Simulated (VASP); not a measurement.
Crystal: Al.

```
Al
1.0
    -1.38874    1.44806    2.01194
     1.38874   -1.44806    2.01194
     1.38874    1.44806   -2.01194
Al
1
Cartesian
  0.0000 1.4481 0.0000
```

```yaml
Program: VASP 6.6.1
Task: relaxation of cell and atoms
Functional: PBEsol
Potentials_or_basis: VASP PAW PBE potentials, release 64 (Al)
Cutoff: 600 eV
k_mesh: 28 × 28 × 28
Occupations: gaussian, width 0.1 eV
Spin: no spin polarisation
```

At the start: pressure 0.2 GPa; volume 16.18 Å³/atom.

**Question.** Where does the relaxation end?

**Answer.** Over 6 steps the energy falls by 2.9 meV/atom; space group Fm-3m (No. 225, to 0.05 Å).

Step by step:
```
step  energy change (eV)  largest force (eV/Å)  pressure (GPa)  volume (Å³)
   1              0.0000                0.0000            0.16        16.18
   2             -0.0018                0.0000           -0.11        16.22
   3             -0.0028                0.0000           -0.47        16.28
   4             -0.0028                0.0000           -0.45        16.28
   5             -0.0029                0.0000            0.24        16.14
   6             -0.0029                0.0000            0.00        16.19
```

Final structure:
```
CELL_PARAMETERS angstrom
-1.41926 1.41919 2.00948
1.41926 -1.41919 2.00948
1.41926 1.41919 -2.00948
ATOMIC_POSITIONS crystal
Al 0.50000 0.00000 0.50000
```

Caveat: the PAW data sets were made with another functional, which shifts forces and pressure a little.
